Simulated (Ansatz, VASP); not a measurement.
**One calculation of W, two programs**

INCAR

```
SYSTEM = W
PREC     = Accurate       ! precision mode
ENCUT    = 500            ! plane-wave cutoff, eV
EDIFF    = 1E-6           ! SCF threshold, eV
ISMEAR   = 0              ! smearing method
SIGMA    = 0.15           ! smearing width, eV
LREAL    = .False.        ! projectors in reciprocal space
LASPH    = .True.         ! aspherical terms in the spheres
NELM     = 120            ! most SCF steps
ALGO     = Normal         ! electronic algorithm
ISIF     = 2              ! what is computed and relaxed
LWAVE    = .False.        ! write WAVECAR
LCHARG   = .True.         ! write CHGCAR
GGA      = PS             ! functional
LELF     = .True.         ! ELF
LVHAR    = .True.       
NBANDS   = 13             ! bands
GGA_COMPAT= .False.
```

The input KPOINTS:

```
regular mesh
0
Gamma
  22 22 22
  0 0 0
```

POSCAR

```
W
1.0
    0.0000000000      1.9989271916      2.1594410451
    1.9989271916      0.0000000000      2.1594410451
    1.9989271916      1.9989271916      0.0000000000
W
1
Direct
    0.0000000000      0.0000000000      0.0000000000
```

Input for Ansatz:

```yaml
crystal:
  lattice:
    - [0.0, 1.9989271916, 2.1594410451]
    - [1.9989271916, 0.0, 2.1594410451]
    - [1.9989271916, 1.9989271916, 0.0]
  atoms:
    - { symbol: W, position: [0.0, 0.0, 0.0] }
basis:
  ecutwfc: 420
kpoints:
  mp_grid: { grid: [22, 22, 22] }
hamiltonian:
  xc: pbesol
  pseudopotentials: { kind: paw, azcp: { folder: soft_1 } }
scf:
  occupations: { method: gaussian, width: 0.15 }
output:
  forces: true
  stress: true
  eigenvalues: true
```

Alike in both runs: task single point; functional PBEsol; k mesh 22 × 22 × 22; occupations gaussian, width 0.15 eV; no spin polarisation.

|  | VASP | Ansatz |
| --- | --- | --- |
| version | VASP 6.6.1 | Ansatz 0.2.0 |
| potentials or method | VASP PAW PBE potentials, release 64 (W_sv), cutoff 500 eV | scalar-relativistic, plane waves, PAW |
| valence electrons in the cell | 14 | 14 |

|  | VASP | Ansatz | Ansatz less VASP |
| --- | --- | --- | --- |
| gap on the k mesh at the Fermi level (eV) | none | none | - |
| pressure (GPa) | -19.7 | -20.0 | -0.30 |
| traceless stress, the component that is largest in VASP (GPa) | 7.72 | 7.70 | -0.023 |

VASP's potentials were made for PBE, not for PBEsol, and Ansatz warns of the same on its side. A gap of «none» marks a metal or a gap that the smearing closes.

Neither program's run includes spin-orbit coupling.
